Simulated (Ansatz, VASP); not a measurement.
Two plane-wave programs on Cr

```
Cr
1.0
     0.00000    1.74987    1.74987
     1.74987    0.00000    1.74987
     1.74987    1.74987    0.00000
Cr
1
Direct
  0.00000 0.00000 0.00000
```

Alike in both runs: task single point; functional r2SCAN; k mesh 17 × 17 × 17; occupations fermi-dirac, width 0.1 eV; no spin polarisation.

|  | VASP | Ansatz |
| --- | --- | --- |
| version | VASP 6.6.1 | Ansatz 0.2.0 |
| potentials or method | VASP PAW PBE potentials, release 64 (Cr_pv), cutoff 520 eV | plane waves (500 eV) with PAW, scalar-relativistic |
| valence electrons in the cell | 12 | 14 |

VASP gave:

| Item | Value |
| --- | --- |
| pressure (GPa) | 26.2 |

Problem. Which values does Ansatz return?

Solution. Pressure (GPa): 25.1.

VASP's potentials were made for PBE, not for r2SCAN. VASP's potentials hold 12 valence electrons a cell and Ansatz's 14, so a difference there can come from the potentials and not from the codes.
